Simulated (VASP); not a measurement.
ZrGe2Pd3:

```
Zr Ge Pd
1.0
     4.03677    0.00000    0.00000
     0.00000    4.03677    0.00000
     0.00000    0.00000    6.87714
Zr Ge Pd
1 2 3
Direct
  0.50000 0.50000 0.50000
  0.00000 0.50000 0.50000
  0.50000 0.00000 0.50000
  0.00000 0.00000 0.83194
  0.00000 0.00000 0.16806
  0.00000 0.00000 0.50000
```

The cell was built from a structure type or drawn by symmetry, and may not be a known phase.

* Program: VASP 6.6.1
* Task: relaxation of cell and atoms
* Functional: PBE
* Potentials or basis: VASP PAW PBE potentials, release 64 (Zr_sv, Ge_d, Pd)
* Cutoff: 600 eV
* k mesh: 4 × 4 × 3
* Occupations: gaussian, width 0.2 eV
* Spin: no spin polarisation

At the start: pressure 106.6 GPa; volume 18.68 Å³/atom.

Task: How do energy, volume and symmetry change on relaxing?

Result: Over 9 steps the energy falls by 3195.5 meV/atom and the volume is 33.68 Å³/atom (+80.3 %); space group P4/mmm (No. 123, to 0.1 Å) before and after.

The path:
```csv
step,energy change (eV),largest force (eV/Å),pressure (GPa),volume (Å³)
1,0.0000,1.7832,106.65,112.07
2,-4.4683,0.5179,-16.22,439.06
3,-18.4210,0.8277,-4.49,231.29
4,-18.8056,0.7944,-3.12,218.91
5,-19.0745,0.6718,2.13,193.05
6,-19.1015,0.7120,0.45,199.36
7,-19.1008,0.6997,0.96,197.30
8,-19.1709,0.0529,0.24,201.21
9,-19.1727,0.0348,0.13,202.06
```

Final structure:
```xyz
6
Lattice="5.1364 0.0000 0.0000 0.0000 5.1364 0.0000 0.0000 0.0000 7.6587" Properties=species:S:1:pos:R:3 pbc="T T T"
Zr    2.5682    2.5682    3.8294
Ge    0.0000    2.5682    3.8294
Ge    2.5682    0.0000    3.8294
Pd    0.0000    0.0000    6.3789
Pd    0.0000    0.0000    1.2798
Pd    0.0000    0.0000    3.8294
```

Caveat: the k points lie up to 0.31 Å⁻¹ apart in the final cell, too coarse for converged energies and pressures of a metal; the volume moved by over 15 % at a fixed basis, so the end points are rough; the relaxation stopped at a loose force limit of 0.08 eV/Å, so its end isn't a converged minimum.
